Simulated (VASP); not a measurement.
Here is a VASP 6.6.1 calculation.

File INCAR:

```
SYSTEM = SnO2
PREC     = Accurate       ! precision mode
ENCUT    = 600            ! plane-wave cutoff, eV
EDIFF    = 1E-6           ! SCF threshold, eV
ISMEAR   = 0              ! smearing method
SIGMA    = 0.01           ! smearing width, eV
LREAL    = .False.        ! projectors in reciprocal space
LASPH    = .True.         ! aspherical terms in the spheres
NELM     = 120            ! most SCF steps
ALGO     = Normal         ! electronic algorithm
ISIF     = 2              ! what is computed and relaxed
LWAVE    = .False.        ! write WAVECAR
LCHARG   = .True.         ! write CHGCAR
GGA      = PS             ! functional
LELF     = .True.         ! ELF
LVHAR    = .True.       
NBANDS   = 64             ! bands
GGA_COMPAT= .False.
```

Contents of KPOINTS:

```
Automatic mesh
0
Gamma
  3 3 3
  0 0 0
```

Contents of POSCAR:

```
SnO2
1.0
    0.0000000000      4.5234700000      4.5234700000
    4.5234700000      0.0000000000      4.5234700000
    4.5234700000      4.5234700000      0.0000000000
Sn O
4 8
Direct
    0.6250000000      0.6250000000      0.1250000000
    0.6250000000      0.6250000000      0.6250000000
    0.1250000000      0.6250000000      0.6250000000
    0.6250000000      0.1250000000      0.6250000000
    0.3907600000      0.3907600000      0.3907600000
    0.8592400000      0.8592400000      0.4222800000
    0.8592400000      0.4222800000      0.8592400000
    0.4222800000      0.8592400000      0.8592400000
    0.8592400000      0.8592400000      0.8592400000
    0.8277200000      0.3907600000      0.3907600000
    0.3907600000      0.8277200000      0.3907600000
    0.3907600000      0.3907600000      0.8277200000
```

Potentials or basis: VASP PAW PBE potentials, release 64 (Sn_d, O).

Launch:

```console
$ cat potpaw_PBE.64/Sn_d/POTCAR potpaw_PBE.64/O/POTCAR > POTCAR
$ mpirun -np 1 vasp_std > vasp.out
```

Question: Estimate the largest force.

Answer: 0.303 eV/Å.

Question: Estimate the pressure.

Answer: -4.2 GPa.

Question: What does it give for the band gap on the k mesh?

Answer: 1.75 eV.

Forces in eV/Å, atoms in the order of the input:
```
Sn   0.000  0.000  0.000
Sn   0.000  0.000  0.000
Sn   0.000  0.000  0.000
Sn   0.000  0.000  0.000
O    0.175  0.175  0.175
O    0.175  0.175 -0.175
O    0.175 -0.175  0.175
O   -0.175  0.175  0.175
O   -0.175 -0.175 -0.175
O    0.175 -0.175 -0.175
O   -0.175  0.175 -0.175
O   -0.175 -0.175  0.175
```

Caveat: the cell stands under tension; the PAW data sets were made with another functional, which shifts forces and pressure a little; spin-orbit coupling is left out, which moves the levels of the heavy elements.
